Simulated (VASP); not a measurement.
# SiC in VASP: notebook

SiC is run at these levels: PBE; tasks: single point.

Program: VASP 6.6.1. These are calculated values, not measurements. Logs are shortened: lines on timing, memory, paths and dates and some standing lists are left out, and cuts for length are marked.

### Step 1. The cell of the first run

It takes space group F-43m (No. 216, cubic). Conventional cell: a = 4.437 Å, b = 4.437 Å, c = 4.437 Å, α = 90.00°, β = 90.00°, γ = 90.00°. Within 2.5 Å of Si (site symmetry -43m) lie 4 C at 1.92 Å. C (site symmetry -43m) has 4 Si at 1.92 Å within 2.5 Å.

### Step 2. Single point, PBE

Input file INCAR:

```
SYSTEM = SiC
PREC = Accurate
ENCUT = 520
EDIFF = 1E-6
ISMEAR = 0
SIGMA = 0.05
LREAL = .FALSE.
LASPH = .TRUE.
NELM = 60
ALGO = Normal
ISIF = 2
LWAVE = .FALSE.
LCHARG = .FALSE.
GGA = PE
NBANDS = 11
```

Input file KPOINTS:

```
Automatic mesh
0
G
  12 12 12
  0 0 0
```

Input file POSCAR:

```
SiC
1.0
    0.0000000000      2.2186432204      2.2186432204
    2.2186432204      0.0000000000      2.2186432204
    2.2186432204      2.2186432204      0.0000000000
Si C
1 1
Direct
    0.0000000000      0.0000000000      0.0000000000
    0.7500000000      0.7500000000      0.7500000000
```

Potentials or basis: VASP PAW PBE potentials, release 64 (Si, C).

Command:

```console
$ cat potpaw_PBE.64/Si/POTCAR potpaw_PBE.64/C/POTCAR > POTCAR
$ mpirun -np 1 vasp_std > vasp.out
```

OUTCAR:

```text
SYSTEM = SiC
   PREC = Accurate
   ENCUT = 520
   EDIFF = 1E-6
   ISMEAR = 0
   LREAL = .FALSE.
   LASPH = .TRUE.
   NELM = 60
   ISIF = 2
   GGA = PE

 ion  position               nearest neighbor table
   1  0.000  0.000  0.000-   2 1.92   2 1.92   2 1.92   2 1.92
   2  0.750  0.750  0.750-   1 1.92   1 1.92   1 1.92   1 1.92

  LATTYP: Found a face centered cubic cell.
 ALAT       =     4.4372864408

  Lattice vectors:

 A1 = (   0.0000000000,   2.2186432204,   2.2186432204)
 A2 = (   2.2186432204,   0.0000000000,   2.2186432204)
 A3 = (   2.2186432204,   2.2186432204,   0.0000000000)

Analysis of symmetry for initial positions (statically):
=====================================================================
 Subroutine PRICEL returns:
 Original cell was already a primitive cell.

 Routine SETGRP: Setting up the symmetry group for a
 face centered cubic supercell.

 Subroutine GETGRP returns: Found 24 space group operations
 (whereof 24 operations were pure point group operations)
 out of a pool of 48 trial point group operations.

The static configuration has the point symmetry T_d .

Analysis of symmetry for dynamics (positions and initial velocities):
=====================================================================
 Subroutine PRICEL returns:
 Original cell was already a primitive cell.

 Routine SETGRP: Setting up the symmetry group for a
 face centered cubic supercell.

 Subroutine GETGRP returns: Found 24 space group operations
 (whereof 24 operations were pure point group operations)
 out of a pool of 48 trial point group operations.

The dynamic configuration has the point symmetry T_d .

 Subroutine INISYM returns: Found 24 space group operations
 (whereof 24 operations are pure point group operations),
 and found     1 'primitive' translations

----------------------------------------------------------------------------------------

                                     Primitive cell

  volume of cell :      21.8420

  direct lattice vectors                    reciprocal lattice vectors
     0.000000000  2.218643220  2.218643220    -0.225362958  0.225362958  0.225362958
     2.218643220  0.000000000  2.218643220     0.225362958 -0.225362958  0.225362958
     2.218643220  2.218643220  0.000000000     0.225362958  0.225362958 -0.225362958

  length of vectors
     3.137635332  3.137635332  3.137635332     0.390340094  0.390340094  0.390340094

  position of ions in fractional coordinates (direct lattice)
     0.000000000  0.000000000  0.000000000
     0.750000000  0.750000000  0.750000000

  ion indices of the primitive-cell ions
   primitive index   ion index
                 1           1
                 2           2

----------------------------------------------------------------------------------------

 KPOINTS: Automatic mesh

Automatic generation of k-mesh.
 Grid dimensions read from file:
 generate k-points for:   12   12   12

 Generating k-lattice:

  Cartesian coordinates                     Fractional coordinates (reciprocal lattice)
    -0.018780247  0.018780247  0.018780247     0.083333333  0.000000000  0.000000000
     0.018780247 -0.018780247  0.018780247     0.000000000  0.083333333  0.000000000
     0.018780247  0.018780247 -0.018780247     0.000000000  0.000000000  0.083333333

  Length of vectors
     0.032528341  0.032528341  0.032528341

  Shift w.r.t. Gamma in fractional coordinates (k-lattice)
     0.000000000  0.000000000  0.000000000

 Subroutine IBZKPT returns following result:
 ===========================================

 Found     72 irreducible k-points:

 Following reciprocal coordinates:
            Coordinates               Weight
  0.000000  0.000000  0.000000      1.000000
  0.083333  0.000000  0.000000      8.000000
  0.166667  0.000000  0.000000      8.000000
  0.250000  0.000000  0.000000      8.000000
  0.333333  0.000000  0.000000      8.000000
  0.416667  0.000000  0.000000      8.000000
[... 16 lines left out ...]
  0.500000  0.166667  0.000000     24.000000
 -0.416667  0.166667  0.000000     24.000000
 [... further k-points ...]
   k-points           NKPTS =     72   k-points in BZ     NKDIM =     72   number of bands    NBANDS=     11
   number of dos      NEDOS =    301   number of ions     NIONS =      2
   total plane-waves  NPLWV =  13824
   dimension x,y,z NGX =    24 NGY =   24 NGZ =   24
   dimension x,y,z NGXF=    48 NGYF=   48 NGZF=   48
   ions per type =               1   1
   NGX,Y,Z   is equivalent  to a cutoff of  12.72, 12.72, 12.72 a.u.
   NGXF,Y,Z  is equivalent  to a cutoff of  25.43, 25.43, 25.43 a.u.
 SYSTEM =  SiC
   PREC   = accura    normal or accurate (medium, high low for compatibility)
   ISTART =      0    job   : 0-new  1-cont  2-samecut
   ICHARG =      2    charge: 1-file 2-atom 10-const
   ISPIN  =      1    spin polarized calculation?
   LNONCOLLINEAR =      F non collinear calculations
   LSORBIT =      F    spin-orbit coupling
   LASPH  =      T    aspherical Exc in radial PAW
   ENCUT  =  520.0 eV  38.22 Ry    6.18 a.u.   5.83  5.83  5.83*2*pi/ulx,y,z
   NELM   =     60;   NELMIN=  2; NELMDL= -5     # of ELM steps
   EDIFF  = 0.1E-05   stopping-criterion for ELM
   LREAL  =      F    real-space projection
   EDIFFG = 0.1E-04   stopping-criterion for IOM
   NSW    =      0    number of steps for IOM
   IBRION =     -1    ionic relax: 0-MD 1-quasi-New 2-CG
   NFREE  =      0    steps in history (QN), initial steepest desc. (CG)
   ISIF   =      2    stress and relaxation
   ISYM   =      2    0-nonsym 1-usesym 2-fastsym
   POTIM  = 0.5000    time-step for ionic-motion
   TEBEG  =    0.0;   TEEND  =   0.0 temperature during run
   PSTRESS=    0.0 pullay stress
   NELECT =       8.0000    total number of electrons
   NUPDOWN=      -1.0000    fix difference up-down
   EMIN   =  10.00;   EMAX   =-10.00  energy-range for DOS
   EFERMI =   0.00;   METHOD = LEGACY
   ISMEAR =     0;   SIGMA  =   0.05  broadening in eV -4-tet -1-fermi 0-gaus
   EFERMI_NEDOS =   21; number of points for ismear=-14 and -15
   IALGO  =     38    algorithm
   IMIX   =      4    mixing-type and parameters
     AMIX     =   0.40;   BMIX     =  1.00
     AMIX_MAG =   1.60;   BMIX_MAG =  1.00
  volume/ion in A,a.u.               =      10.92        73.70
  Fermi-wavevector in a.u.,A,eV,Ry     =   1.171316  2.213466 18.666933  1.371981
  Thomas-Fermi vector in A             =   2.307761
   LORBIT       =      0    0 simple, 1 ext, 2 COOP (PROOUT), +10 PAW based schemes
   GGA     = PE    functional components
   LHFCALC =     F    Hartree Fock is set to
   AEXX    =    0.0000 exact exchange contribution
   IVDW    =     0    specifies the selected vdW correction
   LEPSILON=     F    determine dielectric tensor
   LRPA    =     F    only Hartree local field effects (RPA)
 non-spin polarized calculation
 Gauss-broadening in eV      SIGMA  =   0.05
  energy-cutoff  :      520.00
  volume of cell :       21.84
 maximum number of plane-waves:       609
   NGX = 11   NGY = 11   NGZ = 11

 number of electron       8.0000001 magnetization

 Free energy of the ion-electron system (eV)
  ---------------------------------------------------
  ext. energy  EPLUGINS =         0.00000000
  ---------------------------------------------------
  free energy    TOTEN  =       -15.04012631 eV

  energy without entropy =      -15.04012631  energy(sigma->0) =      -15.04012631

 E-fermi :   7.7155     XC(G=0): -11.1215

 val. band max:        7.5111925231   @ k =   0.0000   0.0000   0.0000
 cond. band min:       8.9161559653   @ k =   0.5000   0.5000   0.0000
 fundamental gap:      1.4049634422
 Fermi energy:         7.7154835833

 k-point     1 :       0.0000    0.0000    0.0000
  band No.  band energies     occupation
      1      -7.4740      2.00000
      2       7.5112      2.00000
      3       7.5112      2.00000
      4       7.5112      2.00000
      5      13.1141      0.00000
      6      14.4529      0.00000
      7      14.4529      0.00000
      8      14.4529      0.00000
      9      21.7069      0.00000
     10      21.7069      0.00000
     11      23.1689      0.00000

 k-point     2 :       0.0833    0.0000    0.0000
  band No.  band energies     occupation
      1      -7.3439      2.00000
      2       6.7864      2.00000
      3       7.4173      2.00000
      4       7.4173      2.00000
      5      13.4008      0.00000
      6      14.5665      0.00000
      7      14.6229      0.00000
      8      14.6229      0.00000
      9      20.9983      0.00000
     10      20.9983      0.00000
     11      23.3576      0.00000

 k-point     3 :       0.1667    0.0000    0.0000
  band No.  band energies     occupation
      1      -6.9578      2.00000
      2       5.1748      2.00000
      3       7.1853      2.00000
      4       7.1853      2.00000
      5      13.3614      0.00000
      6      14.9634      0.00000
      7      14.9634      0.00000
      8      15.3752      0.00000
      9      20.2393      0.00000
     10      20.2393      0.00000
     11      22.7505      0.00000

 k-point     4 :       0.2500    0.0000    0.0000
  band No.  band energies     occupation
      1      -6.3310      2.00000
      2       3.3124      2.00000
      3       6.9129      2.00000
      4       6.9129      2.00000
      5      13.0246      0.00000
      6      15.0867      0.00000
      7      15.0867      0.00000
      8      16.3910      0.00000
      9      20.3426      0.00000
     10      20.3426      0.00000
     11      22.1923      0.00000

 k-point     5 :       0.3333    0.0000    0.0000
  band No.  band energies     occupation
      1      -5.5035      2.00000
      2       1.5009      2.00000
      3       6.6784      2.00000
      4       6.6784      2.00000
      5      12.7202      0.00000
      6      14.8836      0.00000
      7      14.8836      0.00000
      8      17.0339      0.00000
      9      21.4118      0.00000
     10      21.4118      0.00000
     11      22.2289      0.00000
[... 211 lines left out ...]
 k-point    21 :       0.3333    0.1667    0.0000
  band No.  band energies     occupation
      1      -5.6325      2.00000
      2       2.8227      2.00000
      3       5.7361      2.00000
      4       5.8225      2.00000
      5      12.2361      0.00000
      6      14.7245      0.00000
      7      16.0779      0.00000
      8      16.7709      0.00000
      9      19.6703      0.00000
     10      23.2180      0.00000
     11      24.7715      0.00000

 k-point    22 :       0.4167    0.1667    0.0000
  band No.  band energies     occupation
      1      -4.7763      2.00000
      2       1.2242      2.00000
      3       5.2320      2.00000
      4       5.7318      2.00000
      5      12.1305      0.00000
      6      15.0276      0.00000
      7      16.4661      0.00000
      8      16.5589      0.00000
      9      20.5207      0.00000
     10      24.2906      0.00000
     11      24.8256      0.00000

 k-point    23 :       0.5000    0.1667    0.0000
  band No.  band energies     occupation
      1      -3.9561      2.00000
      2      -0.0228      2.00000
      3       4.7915      2.00000
      4       5.8066      2.00000
      5      12.1869      0.00000
      6      14.9232      0.00000
      7      16.0725      0.00000
      8      17.6728      0.00000
      9      21.0134      0.00000
     10      24.2706      0.00000
     11      25.1013      0.00000

 k-point    24 :      -0.4167    0.1667    0.0000
  band No.  band energies     occupation
      1      -3.7917      2.00000
      2      -0.2434      2.00000
      3       4.4942      2.00000
      4       6.0341      2.00000
      5      12.4729      0.00000
      6      14.8311      0.00000
      7      15.7732      0.00000
      8      18.1877      0.00000
      9      21.6897      0.00000
     10      22.4565      0.00000
     11      25.0721      0.00000

 [... further k-points ...]
[... 5 lines left out ...]
  --------------------------------------------------------------------------------------
  -------------------------------------------------------------------------------------
  Total       -1.0554765     -1.0554765     -1.0554765     -0.0000000      0.0000000      0.0000000
  in kB      -77.4224181    -77.4224181    -77.4224181     -0.0000000      0.0000000      0.0000000
  external PRESSURE =     -77.4224181 kB  Pullay stress =       0.0000000 kB

 VOLUME and BASIS-vectors are now :
 -----------------------------------------------------------------------------
  energy-cutoff  :      520.00
  volume of cell :       21.84
      direct lattice vectors                 reciprocal lattice vectors
     0.000000000  2.218643220  2.218643220    -0.225362958  0.225362958  0.225362958
     2.218643220  0.000000000  2.218643220     0.225362958 -0.225362958  0.225362958
     2.218643220  2.218643220  0.000000000     0.225362958  0.225362958 -0.225362958

 POSITION                                       TOTAL-FORCE (eV/Angst)
 -----------------------------------------------------------------------------------
      0.00000      0.00000      0.00000        -0.000000      0.000000     -0.000000
      3.32796      3.32796      3.32796         0.000000     -0.000000      0.000000
 -----------------------------------------------------------------------------------
    total drift:                               -0.000000     -0.000000     -0.000000

  FREE ENERGIE OF THE ION-ELECTRON SYSTEM (eV)
  ---------------------------------------------------
  free  energy   TOTEN  =       -15.0401263093 eV

  energy  without entropy=      -15.0401263093  energy(sigma->0) =      -15.04012631
```

Run time: 15 s. Hardware: 1 thread of Intel Xeon 8259CL, shared host; peak memory 0.14 GiB.

What came out:

```
Free energy            : -15.0401 eV
Pressure               : -7.7 GPa
Band gap on the k mesh : 1.41 eV, indirect (least direct gap 4.48 eV)
```

A k mesh can miss the band edges.

### Step 3. Single point, PBE

This run uses another cell than the first one, of 11.34 Å³/atom, 1.038 times its volume.

Input file INCAR:

```
ALGO = Normal
EDIFF = 1E-6
ENCUT = 520
GGA = PE
ISIF = 2
ISMEAR = 0
LASPH = True
LCHARG = False
LREAL = False
LWAVE = False
NBANDS = 11
NELM = 80
PREC = Accurate
SIGMA = 0.05
```

Input file KPOINTS:

```
k-points
0
Gamma
  12 12 12
```

Input file POSCAR:

```
SiC
1.0
    0.0000000000      2.2467277537      2.2467277537
    2.2467277537      0.0000000000      2.2467277537
    2.2467277537      2.2467277537      0.0000000000
Si C
1 1
Direct
    0.0000000000      0.0000000000      0.0000000000
    0.7500000000      0.7500000000      0.7500000000
```

Potentials or basis: VASP PAW PBE potentials, release 64 (Si, C).

Command:

```console
$ cat potpaw_PBE.64/Si/POTCAR potpaw_PBE.64/C/POTCAR > POTCAR
$ mpirun -np 1 vasp_std > vasp.out
```

OUTCAR:

```text
EDIFF = 1E-6
   ENCUT = 520
   GGA = PE
   ISIF = 2
   ISMEAR = 0
   LASPH = True
   LREAL = False
   NELM = 80
   PREC = Accurate

 ion  position               nearest neighbor table
   1  0.000  0.000  0.000-   2 1.95   2 1.95   2 1.95   2 1.95
   2  0.750  0.750  0.750-   1 1.95   1 1.95   1 1.95   1 1.95

  LATTYP: Found a face centered cubic cell.
 ALAT       =     4.4934555074

  Lattice vectors:

 A1 = (   0.0000000000,   2.2467277537,   2.2467277537)
 A2 = (   2.2467277537,   0.0000000000,   2.2467277537)
[... 512 lines left out ...]
      6      14.1570      0.00000
      7      15.1776      0.00000
      8      17.4468      0.00000
      9      20.9436      0.00000
     10      21.7486      0.00000
     11      24.2612      0.00000

 [... further k-points ...]
[... 5 lines left out ...]
  --------------------------------------------------------------------------------------
  -------------------------------------------------------------------------------------
  Total       -1.9903045     -1.9903045     -1.9903045     -0.0000000      0.0000000     -0.0000000
  in kB     -140.5881614   -140.5881614   -140.5881614     -0.0000000      0.0000000     -0.0000000
  external PRESSURE =    -140.5881614 kB  Pullay stress =       0.0000000 kB

 VOLUME and BASIS-vectors are now :
 -----------------------------------------------------------------------------
  energy-cutoff  :      520.00
  volume of cell :       22.68
      direct lattice vectors                 reciprocal lattice vectors
     0.000000000  2.246727754  2.246727754    -0.222545878  0.222545878  0.222545878
     2.246727754  0.000000000  2.246727754     0.222545878 -0.222545878  0.222545878
     2.246727754  2.246727754  0.000000000     0.222545878  0.222545878 -0.222545878

 POSITION                                       TOTAL-FORCE (eV/Angst)
 -----------------------------------------------------------------------------------
      0.00000      0.00000      0.00000         0.000000      0.000000      0.000000
      3.37009      3.37009      3.37009        -0.000000     -0.000000     -0.000000
 -----------------------------------------------------------------------------------
    total drift:                               -0.000000     -0.000000     -0.000000

  FREE ENERGIE OF THE ION-ELECTRON SYSTEM (eV)
  ---------------------------------------------------
  free  energy   TOTEN  =       -14.9826461416 eV

  energy  without entropy=      -14.9826461416  energy(sigma->0) =      -14.98264614
```

It took 15 s on 1 thread of Intel Xeon 8259CL, shared host; peak memory 0.14 GiB.

Results:

| Quantity | Value |
| --- | --- |
| Free energy | -14.9826 eV |
| Pressure | -14.1 GPa |
| Band gap on the k mesh | 1.44 eV, indirect (least direct gap 4.44 eV) |

Levels at points of the mesh, in eV from the valence-band top:
```
           k point  band 1  band 2  band 3  band 4  band 5  band 6  band 7  band 8  band 9
(0.00, 0.00, 0.00)  -14.70    0.00    0.00    0.00    5.17    6.70    6.70    6.70   13.99
(0.50, 0.00, 0.00)  -11.46   -8.05   -1.03   -1.03    4.62    6.86    6.86    9.55   15.15
(0.50, 0.50, 0.00)  -10.10   -7.52   -3.01   -3.01    1.44    4.01   12.98   12.98   13.62
```

A k mesh can miss the band edges. As with any semilocal functional, this PBE gap is likely too small.

(Continued in part 2 of 2.)
